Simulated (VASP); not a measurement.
# Al2GaP3 (P3m1) in VASP: a series of runs

The runs below take Al2GaP3 through single point, with PBE, r2SCAN.

All numbers are computed with VASP 6.6.1; they aren't measurements. Logs are shortened: lines on timing, memory, paths and dates and some standing lists are left out, and cuts for length are marked.

**1. The cell of the first run**

It takes space group P3m1 (No. 156, trigonal). The conventional cell has a = 3.933 Å, b = 3.933 Å, c = 9.632 Å, α = 90.00°, β = 90.00°, γ = 120.00°. Within 3.2 Å of Al (site symmetry 3m) lie 4 P at 2.40 to 2.41 Å. Al (site symmetry 3m) has 4 P at 2.41 Å within 3.2 Å. Within 3.2 Å of Ga (site symmetry 3m) lie 4 P at 2.41 Å. P (site symmetry 3m) has 4 Al at 2.41 Å within 3.2 Å. Within 3.2 Å of P (site symmetry 3m) lie 3 Al at 2.41 Å and 1 Ga at 2.41 Å. P (site symmetry 3m) has 1 Al at 2.40 Å and 3 Ga at 2.41 Å within 3.2 Å.

**2. Single point, PBE (volume changed by +3%)**

Contents of INCAR:

```
SYSTEM = Al2GaP3
ALGO = Normal
EDIFF = 1E-6
ENCUT = 520
GGA = PE
ISIF = 2
ISMEAR = 0
LASPH = .True.
LCHARG = .True.
LELF = .True.
LREAL = .False.
LVHAR = .True.
LWAVE = .False.
NBANDS = 26
NELM = 100
PREC = Accurate
SIGMA = 0.01
```

Contents of KPOINTS:

```
k-points
0
Gamma
  6 6 2
  0 0 0
```

Contents of POSCAR:

```
Al2GaP3
1.0
    3.9333620943      0.0000000000      0.0000000000
   -1.9666810471      3.4063914959      0.0000000000
    0.0000000000      0.0000000000      9.6321049366
Al Ga P
2 1 3
Direct
    0.0000000000      0.0000000000     -0.0001582872
    0.6666666667      0.3333333333      0.6664900398
    0.3333333333      0.6666666667      0.3334573904
    0.6666666667      0.3333333333      0.9167975259
    0.3333333333      0.6666666667      0.5839129534
    0.0000000000      0.0000000000      0.2495003777
```

Potentials or basis: VASP PAW PBE potentials, release 64 (Al, Ga_d, P).

On the command line:

```bash
> cat potpaw_PBE.64/Al/POTCAR potpaw_PBE.64/Ga_d/POTCAR potpaw_PBE.64/P/POTCAR > POTCAR
> mpirun -np 1 vasp_std > vasp.out
```

OUTCAR:

```text
SYSTEM = Al2GaP3
   EDIFF = 1E-6
   ENCUT = 520
   GGA = PE
   ISIF = 2
   ISMEAR = 0
   LASPH = .True.
   LREAL = .False.
   NELM = 100
   PREC = Accurate

 ion  position               nearest neighbor table
   1  0.000  0.000  1.000-   6 2.40   4 2.41   4 2.41   4 2.41
   2  0.667  0.333  0.666-   5 2.41   5 2.41   5 2.41   4 2.41
   3  0.333  0.667  0.333-   6 2.41   6 2.41   6 2.41   5 2.41
   4  0.667  0.333  0.917-   1 2.41   1 2.41   1 2.41   2 2.41
   5  0.333  0.667  0.584-   2 2.41   2 2.41   2 2.41   3 2.41
   6  0.000  0.000  0.250-   1 2.40   3 2.41   3 2.41   3 2.41

  LATTYP: Found a hexagonal cell.
 ALAT       =     3.9333620943
 C/A-ratio  =     2.4488223321

  Lattice vectors:

 A1 = (   3.9333620943,   0.0000000000,   0.0000000000)
 A2 = (  -1.9666810471,   3.4063914959,   0.0000000000)
 A3 = (   0.0000000000,   0.0000000000,   9.6321049366)

Analysis of symmetry for initial positions (statically):
=====================================================================
 Subroutine PRICEL returns:
 Original cell was already a primitive cell.

 Routine SETGRP: Setting up the symmetry group for a
 hexagonal supercell.

 Subroutine GETGRP returns: Found  6 space group operations
 (whereof  6 operations were pure point group operations)
 out of a pool of 24 trial point group operations.

The static configuration has the point symmetry C_3v.

Analysis of symmetry for dynamics (positions and initial velocities):
=====================================================================
 Subroutine PRICEL returns:
 Original cell was already a primitive cell.

 Routine SETGRP: Setting up the symmetry group for a
 hexagonal supercell.

 Subroutine GETGRP returns: Found  6 space group operations
 (whereof  6 operations were pure point group operations)
 out of a pool of 24 trial point group operations.

The dynamic configuration has the point symmetry C_3v.

 Subroutine INISYM returns: Found  6 space group operations
 (whereof  6 operations are pure point group operations),
 and found     1 'primitive' translations

----------------------------------------------------------------------------------------

                                     Primitive cell

  volume of cell :     129.0564

  direct lattice vectors                    reciprocal lattice vectors
     3.933362094  0.000000000  0.000000000     0.254235429  0.146782893  0.000000000
    -1.966681047  3.406391496  0.000000000     0.000000000  0.293565787  0.000000000
     0.000000000  0.000000000  9.632104937     0.000000000  0.000000000  0.103819467

  length of vectors
     3.933362094  3.933362094  9.632104937     0.293565787  0.293565787  0.103819467

  position of ions in fractional coordinates (direct lattice)
     0.000000000  0.000000000  0.999841713
     0.666666667  0.333333333  0.666490040
     0.333333333  0.666666667  0.333457390
     0.666666667  0.333333333  0.916797526
     0.333333333  0.666666667  0.583912953
     0.000000000  0.000000000  0.249500378

  ion indices of the primitive-cell ions
   primitive index   ion index
                 1           1
                 2           2
                 3           3
                 4           4
                 5           5
                 6           6

----------------------------------------------------------------------------------------

 KPOINTS: k-points

Automatic generation of k-mesh.
 Grid dimensions read from file:
 generate k-points for:    6    6    2

 Generating k-lattice:

  Cartesian coordinates                     Fractional coordinates (reciprocal lattice)
     0.042372572  0.024463816  0.000000000     0.166666667  0.000000000  0.000000000
     0.000000000  0.048927631  0.000000000     0.000000000  0.166666667  0.000000000
     0.000000000  0.000000000  0.051909733     0.000000000  0.000000000  0.500000000

  Length of vectors
     0.048927631  0.048927631  0.051909733

  Shift w.r.t. Gamma in fractional coordinates (k-lattice)
     0.000000000  0.000000000  0.000000000

 Subroutine IBZKPT returns following result:
 ===========================================

 Found     14 irreducible k-points:

 Following reciprocal coordinates:
            Coordinates               Weight
  0.000000  0.000000  0.000000      1.000000
  0.166667 -0.000000  0.000000      6.000000
  0.333333 -0.000000  0.000000      6.000000
  0.500000 -0.000000  0.000000      3.000000
  0.166667  0.166667  0.000000      6.000000
  0.333333  0.166667  0.000000     12.000000
  0.333333  0.333333  0.000000      2.000000
  0.000000  0.000000  0.500000      1.000000
  0.166667 -0.000000  0.500000      6.000000
  0.333333 -0.000000  0.500000      6.000000
  0.500000 -0.000000  0.500000      3.000000
  0.166667  0.166667  0.500000      6.000000
  0.333333  0.166667  0.500000     12.000000
  0.333333  0.333333  0.500000      2.000000
   k-points           NKPTS =     14   k-points in BZ     NKDIM =     14   number of bands    NBANDS=     26
[... 75 lines left out ...]
      1     -10.1501      2.00000
      2     -10.1067      2.00000
      3     -10.1067      2.00000
      4     -10.0370      2.00000
      5     -10.0370      2.00000
      6      -7.4329      2.00000
[... 18 lines left out ...]
     25       8.9373      0.00000
     26       9.0788      0.00000

 k-point     2 :       0.1667   -0.0000    0.0000
  band No.  band energies     occupation
      1     -10.1514      2.00000
      2     -10.1106      2.00000
      3     -10.0992      2.00000
      4     -10.0409      2.00000
      5     -10.0358      2.00000
      6      -7.1617      2.00000
[... 18 lines left out ...]
     25       9.2545      0.00000
     26       9.5011      0.00000

 k-point     3 :       0.3333   -0.0000    0.0000
  band No.  band energies     occupation
      1     -10.1649      2.00000
      2     -10.1078      2.00000
      3     -10.0865      2.00000
      4     -10.0476      2.00000
      5     -10.0311      2.00000
      6      -6.4284      2.00000
[... 18 lines left out ...]
     25      10.1841      0.00000
     26      10.2117      0.00000

 k-point     4 :       0.5000   -0.0000    0.0000
  band No.  band energies     occupation
      1     -10.1742      2.00000
      2     -10.1040      2.00000
      3     -10.0816      2.00000
      4     -10.0505      2.00000
      5     -10.0272      2.00000
      6      -5.6731      2.00000
[... 18 lines left out ...]
     25      10.0503      0.00000
     26      11.1223      0.00000

 k-point     5 :       0.1667    0.1667    0.0000
  band No.  band energies     occupation
      1     -10.1581      2.00000
      2     -10.1111      2.00000
      3     -10.0899      2.00000
      4     -10.0449      2.00000
      5     -10.0340      2.00000
      6      -6.6553      2.00000
[... 18 lines left out ...]
     25       9.2740      0.00000
     26       9.4306      0.00000

 k-point     6 :       0.3333    0.1667    0.0000
  band No.  band energies     occupation
      1     -10.1681      2.00000
      2     -10.1061      2.00000
      3     -10.0845      2.00000
      4     -10.0473      2.00000
      5     -10.0317      2.00000
      6      -5.8434      2.00000
[... 137 lines left out ...]
 k-point    11 :       0.5000   -0.0000    0.5000
  band No.  band energies     occupation
      1     -10.1742      2.00000
      2     -10.1040      2.00000
      3     -10.0816      2.00000
      4     -10.0505      2.00000
      5     -10.0272      2.00000
      6      -5.7564      2.00000
[... 18 lines left out ...]
     25      11.9052      0.00000
     26      12.1244      0.00000

 k-point    12 :       0.1667    0.1667    0.5000
  band No.  band energies     occupation
      1     -10.1581      2.00000
      2     -10.1110      2.00000
      3     -10.0899      2.00000
      4     -10.0449      2.00000
      5     -10.0340      2.00000
      6      -6.4721      2.00000
[... 18 lines left out ...]
     25       9.8661      0.00000
     26      10.2526      0.00000

 k-point    13 :       0.3333    0.1667    0.5000
  band No.  band energies     occupation
      1     -10.1681      2.00000
      2     -10.1061      2.00000
      3     -10.0845      2.00000
      4     -10.0473      2.00000
      5     -10.0317      2.00000
      6      -5.7468      2.00000
[... 18 lines left out ...]
     25      10.1715      0.00000
     26      10.6162      0.00000

 k-point    14 :       0.3333    0.3333    0.5000
  band No.  band energies     occupation
      1     -10.1664      2.00000
      2     -10.1054      2.00000
      3     -10.0860      2.00000
      4     -10.0410      2.00000
      5     -10.0389      2.00000
      6      -5.3121      2.00000
[... 18 lines left out ...]
     25      10.5872      0.00000
     26      10.7540      0.00000

------------------------ aborting loop because EDIFF is reached ----------------------------------------

  FORCE on cell =-STRESS in cart. coord.  units (eV):
  Direction    XX          YY          ZZ          XY          YZ          ZX
  --------------------------------------------------------------------------------------
  -------------------------------------------------------------------------------------
  Total       -1.8140256     -1.8140256     -1.9062323     -0.0000000      0.0000000     -0.0000000
  in kB      -22.5203069    -22.5203069    -23.6650117     -0.0000000      0.0000000     -0.0000000
  external PRESSURE =     -22.9018752 kB  Pullay stress =       0.0000000 kB

 VOLUME and BASIS-vectors are now :
 -----------------------------------------------------------------------------
  energy-cutoff  :      520.00
  volume of cell :      129.06
      direct lattice vectors                 reciprocal lattice vectors
     3.933362094  0.000000000  0.000000000     0.254235429  0.146782893  0.000000000
    -1.966681047  3.406391496  0.000000000     0.000000000  0.293565787  0.000000000
     0.000000000  0.000000000  9.632104937     0.000000000  0.000000000  0.103819467

 POSITION                                       TOTAL-FORCE (eV/Angst)
 -----------------------------------------------------------------------------------
      0.00000      0.00000      9.63058        -0.000000      0.000000      0.002114
      1.96668      1.13546      6.41970         0.000000      0.000000     -0.001173
     -0.00000      2.27093      3.21190         0.000000     -0.000000      0.004150
      1.96668      1.13546      8.83069        -0.000000      0.000000     -0.000289
     -0.00000      2.27093      5.62431         0.000000      0.000000      0.018933
      0.00000      0.00000      2.40321        -0.000000      0.000000     -0.023735
 -----------------------------------------------------------------------------------
    total drift:                               -0.000001      0.000000     -0.000166

  FREE ENERGIE OF THE ION-ELECTRON SYSTEM (eV)
  ---------------------------------------------------
  free  energy   TOTEN  =       -29.8293536061 eV

  energy  without entropy=      -29.8293536061  energy(sigma->0) =      -29.82935361
```

Wall time 30 s (1 thread of Intel Xeon 6975P-C (Granite Rapids), shared host); peak memory 0.25 GiB.

What came out:

```
Free energy            : -29.8294 eV
Pressure               : -2.3 GPa
Largest force          : 0.024 eV/Å
Band gap on the k mesh : 1.67 eV, indirect (least direct gap 1.82 eV)
```

Forces in eV/Å, atoms in the order of the input:
```
Al   0.000  0.000  0.002
Al   0.000  0.000 -0.001
Ga   0.000  0.000  0.004
P    0.000  0.000  0.000
P    0.000  0.000  0.019
P    0.000  0.000 -0.024
```

 A k mesh can miss the band edges.

**3. Single point, PBE (volume changed by +6%)**

Contents of INCAR:

```
SYSTEM = Al2GaP3
PREC = Accurate ; ENCUT = 520
EDIFF = 1E-6 ; ISMEAR = 0
SIGMA = 0.01 ; LREAL = .False.
LASPH = .True. ; NELM = 60
ALGO = Normal ; ISIF = 2
LWAVE = .False. ; LCHARG = .True.
GGA = PE ; LELF = .True.
LVHAR = .True. ; NBANDS = 26
```

Contents of KPOINTS:

```
Automatic mesh
0
Gamma
  6 6 2
  0 0 0
```

Edit POSCAR of step 2 so:

```diff
@@ -2,5 +2,5 @@
 1.0
-    3.9333620943      0.0000000000      0.0000000000
-   -1.9666810471      3.4063914959      0.0000000000
-    0.0000000000      0.0000000000      9.6321049366
+    3.9711852039      0.0000000000      0.0000000000
+   -1.9855926019      3.4391472697      0.0000000000
+    0.0000000000      0.0000000000      9.7247270121
 Al Ga P
```

Potentials or basis: VASP PAW PBE potentials, release 64 (Al, Ga_d, P).

On the command line:

```bash
> cat potpaw_PBE.64/Al/POTCAR potpaw_PBE.64/Ga_d/POTCAR potpaw_PBE.64/P/POTCAR > POTCAR
> mpirun -np 1 vasp_std > vasp.out
```

Wall time 33 s (1 thread of Intel Xeon 6975P-C (Granite Rapids), shared host); peak memory 0.25 GiB.

Results (log left out):

* Free energy: -29.7530 eV
* Pressure: -4.2 GPa
* Largest force: 0.036 eV/Å
* Band gap on the k mesh: 1.65 eV, direct

Forces on the atoms (eV/Å):
```
Al   0.000  0.000  0.002
Al   0.000  0.000 -0.002
Ga   0.000  0.000  0.005
P    0.000  0.000 -0.001
P    0.000  0.000  0.031
P    0.000  0.000 -0.036
```

Stress tensor (GPa, compression positive):
```
-4.16  0.00  0.00
 0.00 -4.16  0.00
 0.00  0.00 -4.26
```

Levels at points of the mesh, in eV from the valence-band top:
```
           k point  band 13  band 14  band 15  band 16  band 17  band 18  band 19  band 20  band 21  band 22
(0.00, 0.00, 0.00)    -0.64    -0.64    -0.03     0.00     0.00     1.65     2.53     2.56     4.23     4.23
(0.50, 0.00, 0.00)    -2.11    -2.09    -1.96    -1.28    -1.20     1.72     2.18     2.94     3.08     4.69
(0.00, 0.00, 0.50)    -0.85    -0.40    -0.40    -0.16    -0.16     1.89     2.72     3.03     4.61     4.61
(0.50, 0.00, 0.50)    -2.65    -1.88    -1.84    -0.83    -0.83     1.98     2.20     2.41     3.68     3.72
```

 A k mesh can miss the band edges.

**4. Single point, r2SCAN (volume changed by -6%)**

Contents of POSCAR:

```
Al2GaP3
1.0
    3.7893382761      0.0000000000      0.0000000000
   -1.8946691380      3.2816632106      0.0000000000
    0.0000000000      0.0000000000      9.2804418625
Al Ga P
2 1 3
Direct
    0.0000000000      0.0000000000      0.0001896586
    0.6666666667      0.3333333333      0.6661207826
    0.3333333333      0.6666666667      0.3335091645
    0.6666666667      0.3333333333      0.9167540636
    0.3333333333      0.6666666667      0.5832435861
    0.0000000000      0.0000000000      0.2501827445
```

Contents of INCAR.step1:

```
PREC     = Accurate       # precision mode
ENCUT    = 520            # plane-wave cutoff, eV
ISMEAR   = 0              # smearing method
SIGMA    = 0.01           # smearing width, eV
LREAL    = F              # projectors in reciprocal space
LASPH    = T              # aspherical terms in the spheres
NELM     = 60             # most SCF steps
NBANDS   = 26             # bands
GGA      = PE             # functional
ALGO     = Normal         # electronic algorithm
EDIFF    = 1E-4           # SCF threshold, eV
LWAVE    = T              # write WAVECAR
LCHARG   = F              # write CHGCAR
```

Contents of INCAR.step2:

```
PREC     = Accurate       # precision mode
ENCUT    = 520            # plane-wave cutoff, eV
EDIFF    = 1E-6           # SCF threshold, eV
ISMEAR   = 0              # smearing method
SIGMA    = 0.01           # smearing width, eV
LREAL    = F              # projectors in reciprocal space
LASPH    = T              # aspherical terms in the spheres
NELM     = 60             # most SCF steps
ALGO     = Normal         # electronic algorithm
ISIF     = 2              # what is computed and relaxed
LWAVE    = F              # write WAVECAR
LCHARG   = T              # write CHGCAR
METAGGA  = R2SCAN         # meta-GGA
LMIXTAU  = T            
LELF     = T              # ELF
LVHAR    = T            
NBANDS   = 26             # bands
ISTART   = 1
```

Contents of KPOINTS:

```
Automatic mesh
0
Gamma
  6 6 2
```

On the command line:

```bash
> cat potpaw_PBE.64/Al/POTCAR potpaw_PBE.64/Ga_d/POTCAR potpaw_PBE.64/P/POTCAR > POTCAR
> cp INCAR.step1 INCAR
> mpirun -np 1 vasp_std > vasp.out
> cp INCAR.step2 INCAR
> mpirun -np 1 vasp_std > vasp.out
```

Run time: 81 s. Hardware: 1 thread of Intel Xeon 6975P-C (Granite Rapids), shared host; peak memory 0.25 GiB.

It converged, with:

| Property | Result |
| --- | --- |
| Free energy | -55.7320 eV |
| Pressure | 6.1 GPa |
| Largest force | 0.012 eV/Å |
| Band gap on the k mesh | 1.74 eV, indirect (least direct gap 2.83 eV) |

Forces in eV/Å, atoms in the order of the input:
```
Al   0.000  0.000 -0.003
Al   0.000  0.000  0.012
Ga   0.000  0.000 -0.005
P    0.000  0.000 -0.002
P    0.000  0.000  0.009
P    0.000  0.000 -0.011
```

Stress tensor (GPa, compression positive):
```
6.12 0.00 0.00
0.00 6.12 0.00
0.00 0.00 5.97
```

Levels at points of the mesh, in eV from the valence-band top:
| k point | band 15 | band 16 | band 17 | band 18 | band 19 | band 20 |
| --- | --- | --- | --- | --- | --- | --- |
| (0.00, 0.00, 0.00) | -0.04 | 0.00 | 0.00 | 2.83 | 3.55 | 4.16 |
| (0.50, 0.00, 0.00) | -2.28 | -1.57 | -1.45 | 1.74 | 2.47 | 3.52 |
| (0.00, 0.00, 0.50) | -0.51 | -0.18 | -0.18 | 2.86 | 3.88 | 4.18 |
| (0.50, 0.00, 0.50) | -2.22 | -1.01 | -1.00 | 2.34 | 2.51 | 3.02 |

Caveat: the PAW data sets were made with another functional, which shifts forces and pressure a little.

**5. Summary**

| level | cell | gap on the mesh (eV) | pressure (GPa) | largest force (eV/Å) |
| --- | --- | --- | --- | --- |
| PBE | a = 3.933, b = 3.933, c = 9.632 Å, angles 90.0, 90.0, 120.0°, 6 atoms | 1.67 | -2.3 | 0.02 |
| PBE | a = 3.971, b = 3.971, c = 9.725 Å, angles 90.0, 90.0, 120.0°, 6 atoms | 1.65 | -4.2 | 0.04 |
| r2SCAN | a = 3.789, b = 3.789, c = 9.280 Å, angles 90.0, 90.0, 120.0°, 6 atoms | 1.74 | 6.1 | 0.01 |

Alike in all rows: task single point; potentials or basis VASP PAW PBE potentials, release 64 (Al, Ga_d, P); no spin polarisation; k mesh 6 × 6 × 2; cutoff (eV) 520; smearing gaussian 0.01 eV.

Caveats: the PAW data sets were made with another functional, which shifts forces and pressure a little (some runs).

Absolute energies hang on the potentials; compare differences alone.
